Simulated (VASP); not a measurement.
## TaN: single point with PBE

The system is TaN.

```xyz
4
Lattice="3.0785 0.0000 0.0000 -1.5392 2.6660 0.0000 0.0000 0.0000 4.9180" Properties=species:S:1:pos:R:3 pbc="T T T"
Ta    0.0000    0.0000    0.0000
Ta    0.0000    0.0000    2.4590
N     0.0000    1.7774    1.2295
N     1.5392    0.8887    3.6885
```

This cell differs from its parent crystal: equal xx and yy strain of +1 %.

| Quantity | Value |
| --- | --- |
| Program | VASP 6.6.1 |
| Task | single point |
| Functional | PBE |
| Potentials or basis | VASP PAW PBE potentials, release 64 (Ta_pv, N) |
| Cutoff | 520 eV |
| k mesh | 9 × 9 × 5 |
| Occupations | fermi-dirac, width 0.01 eV |
| Spin | no spin polarisation |
| Dipole correction | no |
| Further INCAR settings | ALGO = Normal; EDIFF = 1e-06; NBANDS = 24 |

```yaml
Pressure: 51.8 GPa
Band_gap_on_the_k_mesh: zero (band 16 reaches 10.30 eV, above the bottom of band 17 at 7.79 eV)
```

Stress tensor (GPa, compression positive):
```
 24.47   0.00   0.00
  0.00  24.47   0.00
  0.00   0.00 106.50
```

Levels at points of the mesh, in eV from the Fermi level:
| k point | band 13 | band 14 | band 15 | band 16 | band 17 | band 18 | band 19 | band 20 |
| --- | --- | --- | --- | --- | --- | --- | --- | --- |
| (0.00, 0.00, 0.00) | -3.61 | -3.61 | -3.54 | -1.89 | -1.89 | -0.58 | -0.58 | 2.63 |

Wall time 14 s on 1 thread of Intel(R) Xeon(R) Platinum 8488C (Sapphire Rapids), on a shared host, peak memory 0.17 GiB.

Caveat: the cell differs from its parent crystal (equal xx and yy strain of +1 %); spin-orbit coupling is left out, which moves the levels of the heavy elements.
